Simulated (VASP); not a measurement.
Pt, 1 atom in the cell. Symmetry: Fm-3m, No. 225, cubic system. Conventional cell: a = 3.869 Å, b = 3.869 Å, c = 3.869 Å, α = 90.00°, β = 90.00°, γ = 90.00°. Within 3.6 Å of Pt (site symmetry m-3m) lie 12 Pt at 2.74 Å. 

* Program: VASP 6.6.1
* Task: single point
* Functional: PBE
* Potentials or basis: VASP PAW PBE potentials, release 64 (Pt)
* Cutoff: 520 eV
* k mesh: 12 × 12 × 12
* Occupations: fermi-dirac, width 0.1 eV
* Spin: no spin polarisation
* Dipole correction: no
* Further INCAR settings: ALGO = Normal; EDIFF = 1e-07; NBANDS = 11

Potentials or basis: VASP PAW PBE potentials, release 64 (Pt).

The run is started by

```sh
$ cat potpaw_PBE.64/Pt/POTCAR > POTCAR
$ mpirun -np 1 vasp_std > vasp.out
```

Hardware: 1 thread of Intel(R) Xeon(R) 6975P-C (Granite Rapids), on a shared host.

Question: Estimate the wall time of this run.

Answer: Run time: 6.4 s on 1 thread of Intel(R) Xeon(R) 6975P-C (Granite Rapids), with other jobs on the host, peak memory 0.13 GiB. Counts: scf iterations 12, k points 72.
